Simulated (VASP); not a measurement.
# Al6N (P3m1) in VASP: notebook, part 2 of 2

VASP 6.6.1.

**3. Relaxation of cell and atoms, PBE**

This run uses another cell than the first one, of 14.20 Å³/atom.

The input, INCAR:

```
PREC     = Accurate       # precision mode
ENCUT    = 600            # plane-wave cutoff, eV
EDIFF    = 1E-6           # SCF threshold, eV
ISMEAR   = 0              # smearing method
SIGMA    = 0.2            # smearing width, eV
LREAL    = F              # projectors in reciprocal space
LASPH    = T              # aspherical terms in the spheres
NELM     = 60             # most SCF steps
ALGO     = Normal         # electronic algorithm
ISIF     = 3              # what is computed and relaxed
LWAVE    = F              # write WAVECAR
LCHARG   = F              # write CHGCAR
GGA      = PE             # functional
IBRION   = 2              # ionic algorithm
NSW      = 36             # ionic steps
EDIFFG   = -0.08          # ionic threshold
```

The input, KPOINTS:

```
Automatic mesh
0
Gamma
  6 6 1
```

The input, POSCAR:

```
Al6N
1.0
    2.9200000000      0.0000000000      0.0000000000
   -1.4600000000      2.5287941800      0.0000000000
    0.0000000000      0.0000000000     26.9200000000
Al N
12 2
Direct
    0.6666666700      0.3333333300      0.6743000000
    0.0000000000      0.0000000000      0.7557000000
    0.3333333300      0.6666666700      0.8371000000
    0.3333333300      0.6666666700      0.5929000000
    0.3333333300      0.6666666700      0.0929000000
    0.6666666700      0.3333333300      0.1857000000
    0.0000000000      0.0000000000      0.0000000000
    0.0000000000      0.0000000000      0.2671000000
    0.6666666700      0.3333333300      0.9186000000
    0.6666666700      0.3333333300      0.4300000000
    0.0000000000      0.0000000000      0.5114000000
    0.3333333300      0.6666666700      0.3486000000
    0.0000000000      0.0000000000      0.0706000000
    0.3333333300      0.6666666700      0.1634000000
```

Potentials or basis: VASP PAW PBE potentials, release 64 (Al, N).

Command:

```
$ cat potpaw_PBE.64/Al/POTCAR potpaw_PBE.64/N/POTCAR > POTCAR
$ mpirun -np 1 vasp_std > vasp.out
```

OUTCAR:

```text
PREC = Accurate
   ENCUT = 600
   EDIFF = 1E-6
   ISMEAR = 0
   LREAL = F
   LASPH = T
   NELM = 60
   ISIF = 3
   GGA = PE
   IBRION = 2
   NSW = 36
   EDIFFG = -0.08

 ion  position               nearest neighbor table
   1  0.667  0.333  0.674-   2 2.76   4 2.76   4 2.76   2 2.76   2 2.76   4 2.76
   2  0.000  0.000  0.756-   1 2.76   3 2.76   1 2.76   3 2.76   1 2.76   3 2.76
   3  0.333  0.667  0.837-   2 2.76   2 2.76   2 2.76   9 2.77   9 2.77   9 2.77
   4  0.333  0.667  0.593-   1 2.76   1 2.76   1 2.76  11 2.77  11 2.77  11 2.77
   5  0.333  0.667  0.093-  13 1.79  13 1.79  13 1.79  14 1.90   6 3.01   6 3.01   6 3.01   7 3.02
                             7 3.02   7 3.02
   6  0.667  0.333  0.186-  14 1.79  14 1.79  14 1.79   8 2.76   8 2.76   8 2.76   5 3.01   5 3.01
                             5 3.01
   7  0.000  0.000  0.000-  13 1.90   9 2.76   9 2.76   9 2.76   5 3.02   5 3.02   5 3.02
   8  0.000  0.000  0.267-   6 2.76   6 2.76   6 2.76  12 2.77  12 2.77  12 2.77
[... 342 lines left out ...]

--------------------------------------- Ionic step        8  -------------------------------------------

 number of electron      46.0000003 magnetization

------------------------ aborting loop because EDIFF is reached ----------------------------------------
[... 91 lines left out ...]
--------------------------------------- Ionic step       10  -------------------------------------------

 number of electron      46.0000004 magnetization

 Free energy of the ion-electron system (eV)
  ---------------------------------------------------
  ext. energy  EPLUGINS =         0.00000000
  ---------------------------------------------------
  free energy    TOTEN  =       -66.02761752 eV

  energy without entropy =      -65.96772845  energy(sigma->0) =      -65.99767299

 E-fermi :   7.6404     XC(G=0): -10.1836

 val. band max:        7.6039695479   @ k =   0.3333   0.0000   0.0000
 cond. band min:       7.7678470764   @ k =   0.3333   0.1667   0.0000
 fundamental gap:      0.1638775285
 Fermi energy:         7.6403924834

 k-point     1 :       0.0000    0.0000    0.0000
  band No.  band energies     occupation
      1      -9.4877      2.00000
      2      -8.5337      2.00000
      3      -3.1242      2.00000
      4      -2.9389      2.00000
      5      -2.6585      2.00000
      6      -2.2240      2.00000
[... 268 lines left out ...]
  FREE ENERGIE OF THE ION-ELECTRON SYSTEM (eV)
  ---------------------------------------------------
  free  energy   TOTEN  =       -66.0276175197 eV

  energy  without entropy=      -65.9677284516  energy(sigma->0) =      -65.99767299

 reached required accuracy - stopping structural energy minimisation
```

Run time: 18 min. Hardware: 1 thread of Intel Xeon 8259CL, shared host; peak memory 0.37 GiB.

What came out:

* Free energy: -66.0276 eV
* Relaxed volume: 15.42 Å³/atom
* Relaxed cell: a = 2.952 Å, b = 2.952 Å, c = 28.613 Å, α = 90.00°, β = 90.00°, γ = 120.00°
* Space group after relaxing (to 0.1 Å): P3m1 (No. 156)
* Energy gained by relaxing: 55.6 meV/atom
* Ionic steps: 10
* Pressure after relaxing: 0.0 GPa
* Largest force after relaxing: 0.073 eV/Å
* Band gap on the k mesh: zero (bands 23 and 24 overlap by 4.08 eV)

Forces in eV/Å, atoms in the order of the input:
```
Al   0.000  0.000  0.017
Al   0.000  0.000  0.020
Al   0.000  0.000  0.073
Al   0.000  0.000  0.006
Al   0.000  0.000 -0.055
Al   0.000  0.000  0.024
Al   0.000  0.000 -0.041
Al   0.000  0.000 -0.070
Al   0.000  0.000  0.047
Al   0.000  0.000  0.042
Al   0.000  0.000  0.009
Al   0.000  0.000 -0.021
N    0.000  0.000 -0.025
N    0.000  0.000 -0.025
```

Step by step:
| step | energy change (eV) | largest force (eV/Å) | pressure (GPa) | volume (Å³) |
| --- | --- | --- | --- | --- |
| 1 | 0.0000 | 2.0509 | 9.69 | 198.78 |
| 2 | -0.5381 | 1.2966 | -3.94 | 224.46 |
| 3 | -0.6792 | 0.5717 | -0.37 | 215.92 |
| 4 | -0.7395 | 0.4632 | -0.43 | 216.18 |
| 5 | -0.7463 | 0.7379 | -0.40 | 216.30 |
| 6 | -0.7695 | 0.1929 | 0.07 | 215.17 |
| 7 | -0.7700 | 0.2228 | 0.16 | 214.97 |
| 8 | -0.7749 | 0.1402 | 0.11 | 215.30 |
| 9 | -0.7760 | 0.2677 | 0.07 | 215.55 |
| 10 | -0.7789 | 0.0726 | -0.02 | 215.94 |

Final structure:
```cif
data_structure
_symmetry_space_group_name_H-M 'P 1'
_symmetry_Int_Tables_number 1
_cell_length_a 2.9520
_cell_length_b 2.9520
_cell_length_c 28.6132
_cell_angle_alpha 90.000
_cell_angle_beta 90.000
_cell_angle_gamma 120.000
_cell_volume 215.94
loop_
_atom_site_label
_atom_site_type_symbol
_atom_site_fract_x
_atom_site_fract_y
_atom_site_fract_z
_atom_site_occupancy
Al1 Al 0.66667 0.33333 0.67462 1
Al2 Al 0.00000 0.00000 0.75568 1
Al3 Al 0.33333 0.66667 0.83711 1
Al4 Al 0.33333 0.66667 0.59278 1
Al5 Al 0.33333 0.66667 0.09299 1
Al6 Al 0.66667 0.33333 0.18463 1
Al7 Al 0.00000 0.00000 0.00201 1
Al8 Al 0.00000 0.00000 0.26982 1
Al9 Al 0.66667 0.33333 0.92082 1
Al10 Al 0.66667 0.33333 0.42968 1
Al11 Al 0.00000 0.00000 0.51181 1
Al12 Al 0.33333 0.66667 0.34890 1
N1 N 0.00000 0.00000 0.06862 1
N2 N 0.33333 0.66667 0.15884 1
```

Caveat: the k points lie up to 0.41 Å⁻¹ apart in the final cell, too coarse for converged energies and pressures of a metal; the relaxation stopped at a loose force limit of 0.08 eV/Å, so its end isn't a converged minimum.
